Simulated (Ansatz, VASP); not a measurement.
## BeS: VASP beside Ansatz

```
Be S
1.0
     3.46216    0.00000    0.00000
    -1.73108    2.99832    0.00000
     0.00000    0.00000    6.99243
Be S
2 2
Direct
  0.33333 0.66667 0.25000
  0.66667 0.33333 0.75000
  0.66667 0.33333 0.25000
  0.33333 0.66667 0.75000
```

Alike in both runs: task single point; functional HSE06; k mesh 6 × 6 × 2; no spin polarisation.

|  | VASP | Ansatz |
| --- | --- | --- |
| version | VASP 6.6.1 | Ansatz 0.2.0 |
| potentials or method | VASP PAW PBE potentials, release 64 (Be, S) | plane waves, PAW |
| plane-wave cutoff (eV) | 520 | 420 |
| occupations | gaussian, width 0.01 eV | fixed |
| valence electrons in the cell | 16 | 16 |

VASP gave:

```
gap on the k mesh at the Fermi level (eV)                     : 5.25
pressure (GPa)                                                : -0.5
traceless stress, the component that is largest in VASP (GPa) : 0.74
```

Which values does Ansatz return?

gap on the k mesh at the Fermi level (eV): 5.24; pressure (GPa): -0.4; traceless stress, the component that is largest in VASP (GPa): 0.68.

Ansatz's warnings: stress exchange threshold loose, stress scf threshold loose.

The k mesh is coarse, so the values compare programs but aren't converged.
